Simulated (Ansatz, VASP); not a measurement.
## One calculation of ZnSe, two programs

INCAR

```
SYSTEM = ZnSe
PREC = Accurate
ENCUT = 520
EDIFF = 1E-6
ISMEAR = 0
SIGMA = 0.05
LREAL = .False.
LASPH = .True.
NELM = 80
ALGO = Normal
ISIF = 2
LWAVE = .False.
LCHARG = .False.
GGA = PS
NBANDS = 46
```

Contents of KPOINTS:

```
Automatic mesh
0
Gamma
  6 6 6
  0 0 0
```

Contents of POSCAR:

```
ZnSe
1.0
    5.6332005119      0.0000000000      0.0000000000
    0.0000000000     -5.6332005119      0.0000000000
    0.0000000000      0.0000000000     -5.6332005119
Zn Se
4 4
Direct
    0.0000000000      0.0000000000      0.0000000000
    0.5000000000      0.5000000000      0.0000000000
    0.5000000000      0.0000000000      0.5000000000
    0.0000000000      0.5000000000      0.5000000000
    0.7500000000      0.7500000000      0.7500000000
    0.2500000000      0.2500000000      0.7500000000
    0.2500000000      0.7500000000      0.2500000000
    0.7500000000      0.2500000000      0.2500000000
```

Input for Ansatz:

```yaml
crystal:
  lattice:
    - [5.6332005119, 0.0, 0.0]
    - [0.0, -5.6332005119, 0.0]
    - [0.0, 0.0, -5.6332005119]
  atoms:
    - { symbol: Zn, position: [0.0, 0.0, 0.0] }
    - { symbol: Zn, position: [0.5, 0.5, 0.0] }
    - { symbol: Zn, position: [0.5, 0.0, 0.5] }
    - { symbol: Zn, position: [0.0, 0.5, 0.5] }
    - { symbol: Se, position: [0.75, 0.75, 0.75] }
    - { symbol: Se, position: [0.25, 0.25, 0.75] }
    - { symbol: Se, position: [0.25, 0.75, 0.25] }
    - { symbol: Se, position: [0.75, 0.25, 0.25] }
basis:
  ecutwfc: 420
kpoints:
  mp_grid: { grid: [6, 6, 6] }
hamiltonian:
  xc: pbesol
scf:
  occupations: { method: gaussian, width: 0.05 }
output:
  forces: true
  stress: true
  eigenvalues: true
  write_density: true
  write_potential: true
  elf: true
  volumetric_format: npy
```

Alike in both runs: task single point; functional PBEsol; k mesh 6 × 6 × 6; occupations gaussian, width 0.05 eV; no spin polarisation.

|  | VASP | Ansatz |
| --- | --- | --- |
| version | VASP 6.6.1 | Ansatz 0.2.0 |
| potentials or method | VASP PAW PBE potentials, release 64 (Zn, Se), cutoff 520 eV | scalar-relativistic, plane waves, PAW |
| valence electrons in the cell | 72 | 112 |

```tsv
	VASP	Ansatz	Ansatz less VASP
gap on the k mesh at the Fermi level (eV)	1.24	1.24	-0.004
least direct gap on the mesh (eV)	1.24	1.24	-0.004
pressure (GPa)	0.3	0.0	-0.25
```

VASP's potentials were made for PBE, not for PBEsol. VASP's potentials hold 72 valence electrons a cell and Ansatz's 112, so a difference there can come from the potentials and not from the codes.
